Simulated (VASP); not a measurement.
# C (Fmmm) in VASP: notebook, part 2 of 3

VASP 6.6.1.

**3. Electric field gradients, PBE (equal xx and yy strain of +2 %)**

Input file INCAR:

```
SYSTEM = C
PREC = Accurate
ENCUT = 520
EDIFF = 1E-8
ISMEAR = -1
SIGMA = 0.05
LREAL = .FALSE.
LASPH = .TRUE.
NELM = 60
ALGO = Normal
ISIF = 2
LWAVE = .FALSE.
LCHARG = .FALSE.
GGA = PE
LEFG = .TRUE.
NBANDS = 11
```

Input file KPOINTS:

```
regular mesh
0
G
  18 18 18
  0 0 0
```

Input file POSCAR:

```
C
1.0
    0.0000000000      2.1695400000      3.3480000000
    1.2525600000      0.0000000000      3.3480000000
    1.2525600000      2.1695400000      0.0000000000
C
2
Direct
    0.1666700000      0.8333300000      0.1666700000
    0.8333300000      0.1666700000      0.8333300000
```

Potentials or basis: VASP PAW PBE potentials, release 64 (C).

Launch:

```bash
$ cat potpaw_PBE.64/C/POTCAR > POTCAR
$ mpirun -np 1 vasp_std > vasp.out
```

OUTCAR:

```text
SYSTEM = C
   PREC = Accurate
   ENCUT = 520
   EDIFF = 1E-8
   ISMEAR = -1
   LREAL = .FALSE.
   LASPH = .TRUE.
   NELM = 60
   ISIF = 2
   GGA = PE

 ion  position               nearest neighbor table
   1  0.167  0.833  0.167-   2 1.45   2 1.45   2 1.45
   2  0.833  0.167  0.833-   1 1.45   1 1.45   1 1.45

  LATTYP: Found a face centered orthorhombic cell.
 ALAT       =     2.5051200000
 B/A-ratio  =     1.7320846906
 C/A-ratio  =     2.6729258479

  Lattice vectors:

 A1 = (   0.0000000000,   2.1695400000,   3.3480000000)
 A2 = (   1.2525600000,   0.0000000000,   3.3480000000)
 A3 = (   1.2525600000,   2.1695400000,   0.0000000000)

Analysis of symmetry for initial positions (statically):
=====================================================================
 Subroutine PRICEL returns:
 Original cell was already a primitive cell.

 Routine SETGRP: Setting up the symmetry group for a
 face centered orthorhombic supercell.

 Subroutine GETGRP returns: Found  8 space group operations
 (whereof  8 operations were pure point group operations)
 out of a pool of  8 trial point group operations.

The static configuration has the point symmetry D_2h.

Analysis of symmetry for dynamics (positions and initial velocities):
=====================================================================
 Subroutine PRICEL returns:
 Original cell was already a primitive cell.

 Routine SETGRP: Setting up the symmetry group for a
 face centered orthorhombic supercell.

 Subroutine GETGRP returns: Found  8 space group operations
 (whereof  8 operations were pure point group operations)
 out of a pool of  8 trial point group operations.

The dynamic configuration has the point symmetry D_2h.

 Subroutine INISYM returns: Found  8 space group operations
 (whereof  8 operations are pure point group operations),
 and found     1 'primitive' translations

----------------------------------------------------------------------------------------

                                     Primitive cell

  volume of cell :      18.1962

  direct lattice vectors                    reciprocal lattice vectors
     0.000000000  2.169540000  3.348000000    -0.399182474  0.230463601  0.149342891
     1.252560000  0.000000000  3.348000000     0.399182474 -0.230463601  0.149342891
     1.252560000  2.169540000  0.000000000     0.399182474  0.230463601 -0.149342891

  length of vectors
     3.989487161  3.574634324  2.505156755     0.484523909  0.484523909  0.484523909

  position of ions in fractional coordinates (direct lattice)
     0.166670000  0.833330000  0.166670000
     0.833330000  0.166670000  0.833330000

  ion indices of the primitive-cell ions
   primitive index   ion index
                 1           1
                 2           2

----------------------------------------------------------------------------------------

 KPOINTS: regular mesh

Automatic generation of k-mesh.
[... 82 lines left out ...]
   EFERMI_NEDOS =   21; number of points for ismear=-14 and -15
   IALGO  =     38    algorithm
   IMIX   =      4    mixing-type and parameters
     AMIX     =   0.40;   BMIX     =  1.00
     AMIX_MAG =   1.60;   BMIX_MAG =  1.00
  volume/ion in A,a.u.               =       9.10        61.40
  Fermi-wavevector in a.u.,A,eV,Ry     =   1.244833  2.352392 21.083699  1.549608
  Thomas-Fermi vector in A             =   2.379082
   LORBIT       =      0    0 simple, 1 ext, 2 COOP (PROOUT), +10 PAW based schemes
   GGA     = PE    functional components
   LHFCALC =     F    Hartree Fock is set to
   AEXX    =    0.0000 exact exchange contribution
   IVDW    =     0    specifies the selected vdW correction
   LEPSILON=     F    determine dielectric tensor
   LRPA    =     F    only Hartree local field effects (RPA)
 non-spin polarized calculation
  energy-cutoff  :      520.00
  volume of cell :       18.20
 maximum number of plane-waves:       510
 NGX is ok and might be reduce to    30
   NGX = 15   NGY = 13   NGZ =  9

 number of electron       8.0000000 magnetization

 Free energy of the ion-electron system (eV)
  ---------------------------------------------------
  ext. energy  EPLUGINS =         0.00000000
  ---------------------------------------------------
  free energy    TOTEN  =       -18.38753061 eV

  energy without entropy =      -18.38730976  energy(sigma->0) =      -18.38742019

 E-fermi :   4.4126     XC(G=0): -10.2373

 val. band max:        4.3727843464   @ k =  -0.2778   0.0556   0.3333
 cond. band min:       4.4533774825   @ k =  -0.2222   0.1111   0.3333
 fundamental gap:      0.0805931361
 Fermi energy:         4.4126331377

 k-point     1 :       0.0000    0.0000    0.0000
  band No.  band energies     occupation
      1     -14.8617      2.00000
      2      -1.7831      2.00000
      3       1.3804      2.00000
      4       1.4083      2.00000
      5       8.9036      0.00000
      6      12.4255      0.00000
      7      12.5034      0.00000
      8      15.2199      0.00000
      9      15.9515      0.00000
     10      26.4438      0.00000
     11      29.8243      0.00000
[... 309 lines left out ...]
 k-point    24 :      -0.2222    0.0556   -0.0000
  band No.  band energies     occupation
      1     -13.0726      2.00000
      2      -3.5728      2.00000
      3      -0.7888      2.00000
      4      -0.0089      2.00000
      5      10.2762      0.00000
      6      11.3347      0.00000
      7      12.0280      0.00000
      8      18.1862      0.00000
      9      19.6312      0.00000
     10      22.3350      0.00000
     11      27.1457      0.00000

 [... further k-points ...]

------------------------ aborting loop because EDIFF is reached ----------------------------------------

  FORCE on cell =-STRESS in cart. coord.  units (eV):
  Direction    XX          YY          ZZ          XY          YZ          ZX
  --------------------------------------------------------------------------------------
  -------------------------------------------------------------------------------------
  Total       -1.9898527     -2.0499785      0.4426433      0.0000000      0.0000000      0.0000000
  in kB     -175.2063599   -180.5004295     38.9747070      0.0000000      0.0000000      0.0000000
  external PRESSURE =    -105.5773608 kB  Pullay stress =       0.0000000 kB

 VOLUME and BASIS-vectors are now :
 -----------------------------------------------------------------------------
  energy-cutoff  :      520.00
  volume of cell :       18.20
      direct lattice vectors                 reciprocal lattice vectors
     0.000000000  2.169540000  3.348000000    -0.399182474  0.230463601  0.149342891
     1.252560000  0.000000000  3.348000000     0.399182474 -0.230463601  0.149342891
     1.252560000  2.169540000  0.000000000     0.399182474  0.230463601 -0.149342891

 POSITION                                       TOTAL-FORCE (eV/Angst)
 -----------------------------------------------------------------------------------
      1.25256      0.72319      3.34800         0.000000      0.003723      0.000000
      1.25256      3.61589      3.34800         0.000000     -0.003723      0.000000
 -----------------------------------------------------------------------------------
    total drift:                               -0.000000     -0.000000     -0.000000

  FREE ENERGIE OF THE ION-ELECTRON SYSTEM (eV)
  ---------------------------------------------------
  free  energy   TOTEN  =       -18.3875306136 eV

  energy  without entropy=      -18.3873097597  energy(sigma->0) =      -18.38742019

 Electric field gradients (V/A^2)
---------------------------------------------------------------------
 ion       V_xx      V_yy      V_zz      V_xy      V_xz      V_yz
---------------------------------------------------------------------
   1     -13.841   -13.798    27.640     0.000     0.000     0.000
   2     -13.841   -13.798    27.640     0.000     0.000     0.000
---------------------------------------------------------------------

 Electric field gradients after diagonalization (V/A^2)
 (convention: |V_zz| > |V_xx| > |V_yy|)
----------------------------------------------------------------------
 ion       V_xx      V_yy      V_zz     asymmetry (V_yy - V_xx)/ V_zz
----------------------------------------------------------------------
   1     -13.841   -13.798    27.640       0.002
   2     -13.841   -13.798    27.640       0.002
----------------------------------------------------------------------

           NMR quadrupolar parameters

 Cq : quadrupolar parameter    Cq=e*Q*V_zz/h
 eta: asymmetry parameters     (V_yy - V_xx)/ V_zz
 Q  : nuclear electric quadrupole moment in mb (millibarn)
----------------------------------------------------------------------
 ion       Cq(MHz)       eta       Q (mb)
----------------------------------------------------------------------
   1       0.067       0.002       1.000
   2       0.067       0.002       1.000
----------------------------------------------------------------------
```

OSZICAR:

```text
N       E                     dE             d eps       ncg     rms          rms(c)
DAV:   1     0.579235652619E+00    0.57924E+00   -0.41157E+03 19350   0.648E+02
DAV:   2    -0.189349563143E+02   -0.19514E+02   -0.18568E+02 24975   0.117E+02
DAV:   3    -0.193971466373E+02   -0.46219E+00   -0.46109E+00 23795   0.147E+01
DAV:   4    -0.193988697242E+02   -0.17231E-02   -0.17229E-02 22186   0.110E+00
DAV:   5    -0.193988762473E+02   -0.65230E-05   -0.65229E-05 23936   0.625E-02    0.593E+00
DAV:   6    -0.186296579786E+02    0.76922E+00   -0.65410E-01 21913   0.463E+00    0.346E+00
DAV:   7    -0.183847327627E+02    0.24493E+00   -0.75069E-01 22566   0.498E+00    0.936E-01
DAV:   8    -0.183875977867E+02   -0.28650E-02   -0.15603E-02 21234   0.795E-01    0.100E-01
DAV:   9    -0.183874609739E+02    0.13681E-03   -0.44296E-04 23241   0.132E-01    0.452E-02
DAV:  10    -0.183875311843E+02   -0.70210E-04   -0.10705E-04 21283   0.710E-02    0.229E-02
DAV:  11    -0.183875304102E+02    0.77415E-06   -0.48937E-06 23396   0.125E-02    0.559E-03
DAV:  12    -0.183875306416E+02   -0.23141E-06   -0.67538E-07 21186   0.571E-03    0.519E-04
DAV:  13    -0.183875306162E+02    0.25444E-07   -0.22677E-08 23869   0.100E-03    0.363E-04
DAV:  14    -0.183875306136E+02    0.25954E-08   -0.16681E-09 13608   0.276E-04
   1 F= -.18387531E+02 E0= -.18387420E+02  d E =-.220854E-03
```

Wall time 86 s (1 thread of Intel Xeon 6975P-C (Granite Rapids), shared host); peak memory 0.25 GiB.

Results:

| Item | Value |
| --- | --- |
| Free energy | -18.3875 eV |
| Pressure | -10.6 GPa |
| Largest force | 0.004 eV/Å |
| Largest electric field gradient by atom | C +27.6 V/Å² |

Forces in eV/Å, atoms in the order of the input:
```
C    0.000  0.004  0.000
C    0.000 -0.004  0.000
```

Electric field gradients, principal values (V/Å²):
```tsv
atom	least	middle	greatest (by size)
1 C	-13.798	-13.841	27.640
2 C	-13.798	-13.841	27.640
```

Caveat: the cell differs from its parent crystal (equal xx and yy strain of +2 %); the cell stands under tension; this functional lacks dispersion, which binds the layers, so the pressure and a relaxed spacing across them are unreliable; without QUAD_EFG the Cq values of the log hold for a quadrupole moment of 1 mb, not for the nuclei.

**4. Electric field gradients, PBE (8.40 Å³/atom)**

This run uses another cell than the first one, of 8.40 Å³/atom.

Input file INCAR:

```
PREC     = Accurate       # precision mode
ENCUT    = 520            # plane-wave cutoff, eV
EDIFF    = 1E-8           # SCF threshold, eV
ISMEAR   = -1             # smearing method
SIGMA    = 0.05           # smearing width, eV
LREAL    = False          # projectors in reciprocal space
LASPH    = True           # aspherical terms in the spheres
NELM     = 60             # most SCF steps
ALGO     = Normal         # electronic algorithm
ISIF     = 2              # what is computed and relaxed
LWAVE    = False          # write WAVECAR
LCHARG   = False          # write CHGCAR
GGA      = PE             # functional
LEFG     = True         
NBANDS   = 11             # bands
```

Input file KPOINTS:

```
Automatic mesh
0
Gamma
  18 18 18
```

Input file POSCAR:

```
C
1.0
    0.0000000000      2.0982532328      3.3027512099
    1.2114033709      0.0000000000      3.3027512099
    1.2114033709      2.0982532328      0.0000000000
C
2
Direct
    0.1666700000      0.8333300000      0.1666700000
    0.8333300000      0.1666700000      0.8333300000
```

Potentials or basis: VASP PAW PBE potentials, release 64 (C).

Launch:

```bash
$ cat potpaw_PBE.64/C/POTCAR > POTCAR
$ mpirun -np 1 vasp_std > vasp.out
```

OUTCAR:

```text
PREC = Accurate
   ENCUT = 520
   EDIFF = 1E-8
   ISMEAR = -1
   LREAL = False
   LASPH = True
   NELM = 60
   ISIF = 2
   GGA = PE

 ion  position               nearest neighbor table
   1  0.167  0.833  0.167-   2 1.40   2 1.40   2 1.40
   2  0.833  0.167  0.833-   1 1.40   1 1.40   1 1.40

  LATTYP: Found a face centered orthorhombic cell.
 ALAT       =     2.4228067418
 B/A-ratio  =     1.7320846905
 C/A-ratio  =     2.7263843648

  Lattice vectors:

 A1 = (   0.0000000000,   2.0982532328,   3.3027512099)
 A2 = (   1.2114033709,   0.0000000000,   3.3027512099)
 A3 = (   1.2114033709,   2.0982532328,   0.0000000000)

Analysis of symmetry for initial positions (statically):
=====================================================================
 Subroutine PRICEL returns:
 Original cell was already a primitive cell.

 Routine SETGRP: Setting up the symmetry group for a
 face centered orthorhombic supercell.

 Subroutine GETGRP returns: Found  8 space group operations
 (whereof  8 operations were pure point group operations)
 out of a pool of  8 trial point group operations.

The static configuration has the point symmetry D_2h.

Analysis of symmetry for dynamics (positions and initial velocities):
=====================================================================
 Subroutine PRICEL returns:
 Original cell was already a primitive cell.

 Routine SETGRP: Setting up the symmetry group for a
 face centered orthorhombic supercell.

 Subroutine GETGRP returns: Found  8 space group operations
 (whereof  8 operations were pure point group operations)
 out of a pool of  8 trial point group operations.

[... 479 lines left out ...]
      1     -13.0474      2.00000
      2      -3.0498      2.00000
      3      -0.2415      2.00000
      4       0.2535      2.00000
      5      11.5128      0.00000
      6      12.0153      0.00000
      7      13.6579      0.00000
      8      20.1709      0.00000
      9      22.2300      0.00000
     10      23.9370      0.00000
     11      28.9393      0.00000

 [... further k-points ...]

------------------------ aborting loop because EDIFF is reached ----------------------------------------

  FORCE on cell =-STRESS in cart. coord.  units (eV):
  Direction    XX          YY          ZZ          XY          YZ          ZX
  --------------------------------------------------------------------------------------
  -------------------------------------------------------------------------------------
  Total        2.5954783      2.5350209      0.4745982      0.0000000      0.0000000      0.0000000
  in kB      247.6711644    241.9020693     45.2881020      0.0000000      0.0000000      0.0000000
  external PRESSURE =     178.2871119 kB  Pullay stress =       0.0000000 kB

 VOLUME and BASIS-vectors are now :
 -----------------------------------------------------------------------------
  energy-cutoff  :      520.00
  volume of cell :       16.79
      direct lattice vectors                 reciprocal lattice vectors
     0.000000000  2.098253233  3.302751210    -0.412744435  0.238293449  0.151388939
     1.211403371  0.000000000  3.302751210     0.412744435 -0.238293449  0.151388939
     1.211403371  2.098253233  0.000000000     0.412744435  0.238293449 -0.151388939

 POSITION                                       TOTAL-FORCE (eV/Angst)
 -----------------------------------------------------------------------------------
      1.21140      0.69943      3.30275         0.000000      0.003532      0.000000
      1.21140      3.49707      3.30275         0.000000     -0.003532      0.000000
 -----------------------------------------------------------------------------------
    total drift:                               -0.000000     -0.000000     -0.000000

  FREE ENERGIE OF THE ION-ELECTRON SYSTEM (eV)
  ---------------------------------------------------
  free  energy   TOTEN  =       -18.3659426334 eV

  energy  without entropy=      -18.3657419675  energy(sigma->0) =      -18.36584230

 Electric field gradients (V/A^2)
---------------------------------------------------------------------
 ion       V_xx      V_yy      V_zz      V_xy      V_xz      V_yz
---------------------------------------------------------------------
   1     -16.694   -16.649    33.343     0.000     0.000     0.000
   2     -16.694   -16.649    33.343     0.000     0.000     0.000
---------------------------------------------------------------------

 Electric field gradients after diagonalization (V/A^2)
 (convention: |V_zz| > |V_xx| > |V_yy|)
----------------------------------------------------------------------
 ion       V_xx      V_yy      V_zz     asymmetry (V_yy - V_xx)/ V_zz
----------------------------------------------------------------------
   1     -16.694   -16.649    33.343       0.001
   2     -16.694   -16.649    33.343       0.001
----------------------------------------------------------------------

           NMR quadrupolar parameters

 Cq : quadrupolar parameter    Cq=e*Q*V_zz/h
 eta: asymmetry parameters     (V_yy - V_xx)/ V_zz
 Q  : nuclear electric quadrupole moment in mb (millibarn)
----------------------------------------------------------------------
 ion       Cq(MHz)       eta       Q (mb)
----------------------------------------------------------------------
   1       0.081       0.001       1.000
   2       0.081       0.001       1.000
----------------------------------------------------------------------
```

It took 2 min on 1 thread of AMD EPYC 9R45 (Zen 5), shared host; peak memory 0.21 GiB.

What came out:

| Quantity | Value |
| --- | --- |
| Free energy | -18.3659 eV |
| Pressure | 17.8 GPa |
| Largest force | 0.004 eV/Å |
| Largest electric field gradient by atom | C +33.3 V/Å² |

Forces on the atoms (eV/Å):
```
C    0.000  0.004  0.000
C    0.000 -0.004  0.000
```

Electric field gradients, principal values (V/Å²):
| atom | least | middle | greatest (by size) |
| --- | --- | --- | --- |
| 1 C | -16.649 | -16.694 | 33.343 |
| 2 C | -16.649 | -16.694 | 33.343 |

Caveat: the cell stands under pressure; this functional lacks dispersion, which binds the layers, so the pressure and a relaxed spacing across them are unreliable; without QUAD_EFG the Cq values of the log hold for a quadrupole moment of 1 mb, not for the nuclei.

[end of part 2 of 3]
